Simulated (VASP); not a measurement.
The system is SiMo3.

```
Si Mo
1.0
     4.88900    0.00000    0.00000
     0.00000    4.88900    0.00000
     0.00000    0.00000    4.88900
Si Mo
2 6
Direct
  0.00000 0.00000 0.00000
  0.50000 0.50000 0.50000
  0.25000 0.00000 0.50000
  0.50000 0.75000 0.00000
  0.75000 0.00000 0.50000
  0.50000 0.25000 0.00000
  0.00000 0.50000 0.75000
  0.00000 0.50000 0.25000
```

| Item | Value |
| --- | --- |
| Program | VASP 6.6.1 |
| Task | relaxation of cell and atoms |
| Functional | PBEsol |
| Potentials or basis | VASP PAW PBE potentials, release 64 (Si, Mo_sv) |
| Cutoff | 600 eV |
| k mesh | 8 × 8 × 8 |
| Occupations | gaussian, width 0.1 eV |
| Spin | no spin polarisation |

At the start: pressure -3.8 GPa; volume 14.61 Å³/atom.

**Question.** Where does the relaxation end?

**Answer.** Over 4 steps the energy falls by 2.6 meV/atom and the volume is 14.39 Å³/atom (-1.5 %); space group Pm-3n (No. 223, to 0.05 Å).

Step by step:
| step | energy change (eV) | largest force (eV/Å) | pressure (GPa) | volume (Å³) |
| --- | --- | --- | --- | --- |
| 1 | 0.0000 | 0.0000 | -3.85 | 116.86 |
| 2 | 0.1101 | 0.0000 | 10.58 | 111.02 |
| 3 | -0.0211 | 0.0000 | -0.07 | 115.16 |
| 4 | -0.0211 | 0.0000 | 0.01 | 115.12 |

Final structure:
```cif
data_structure
_symmetry_space_group_name_H-M 'P 1'
_symmetry_Int_Tables_number 1
_cell_length_a 4.8647
_cell_length_b 4.8647
_cell_length_c 4.8647
_cell_angle_alpha 90.000
_cell_angle_beta 90.000
_cell_angle_gamma 90.000
_cell_volume 115.12
loop_
_atom_site_label
_atom_site_type_symbol
_atom_site_fract_x
_atom_site_fract_y
_atom_site_fract_z
_atom_site_occupancy
Si1 Si 0.00000 0.00000 0.00000 1
Si2 Si 0.50000 0.50000 0.50000 1
Mo1 Mo 0.25000 0.00000 0.50000 1
Mo2 Mo 0.50000 0.75000 0.00000 1
Mo3 Mo 0.75000 0.00000 0.50000 1
Mo4 Mo 0.50000 0.25000 0.00000 1
Mo5 Mo 0.00000 0.50000 0.75000 1
Mo6 Mo 0.00000 0.50000 0.25000 1
```

Caveat: the PAW data sets were made with another functional, which shifts forces and pressure a little.
